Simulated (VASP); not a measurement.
CsPbBr3, 5 atoms in the cell. It takes space group Pm-3m (No. 221, cubic). Conventional cell: a = 5.870 Å, b = 5.870 Å, c = 5.870 Å, α = 90.00°, β = 90.00°, γ = 90.00°. Within 5.4 Å of Cs (site symmetry m-3m) lie 12 Br at 4.15 Å and 8 Pb at 5.08 Å. Within 3.9 Å of Pb (site symmetry m-3m) lie 6 Br at 2.94 Å. Within 3.9 Å of Br (site symmetry 4/mmm) lie 2 Pb at 2.94 Å. 

```yaml
Program: VASP 6.6.1
Task: density of states
Functional: PBEsol
Potentials_or_basis: VASP PAW PBE potentials, release 64 (Cs_sv, Pb_d, Br)
Cutoff: 520 eV
k_mesh: 6 × 6 × 6
Occupations: gaussian, width 0.02 eV
Spin: no spin polarisation
Dipole_correction: no
k_mesh_for_the_DOS: 9 × 9 × 9
Occupations_for_the_DOS: tetrahedron
Further_INCAR_settings: ALGO = Normal; EDIFF = 1e-06; NBANDS = 30
```

Potentials or basis: VASP PAW PBE potentials, release 64 (Cs_sv, Pb_d, Br).

Launch:

```console
$ cat potpaw_PBE.64/Cs_sv/POTCAR potpaw_PBE.64/Pb_d/POTCAR potpaw_PBE.64/Br/POTCAR > POTCAR
$ cp INCAR.step1 INCAR
$ cp KPOINTS.step1 KPOINTS
$ mpirun -np 1 vasp_std > vasp.out
$ cp INCAR.step2 INCAR
$ cp KPOINTS.step2 KPOINTS
$ mpirun -np 1 vasp_std > vasp.out
```

Hardware: 1 thread of Oxide Virtual Turin-like Processor (shared host).

Q: Estimate the wall time of this run.

A: It took 4.4 min on 1 thread of Oxide Virtual Turin-like Processor (shared host), peak memory 0.39 GiB. Counts: k points 35.
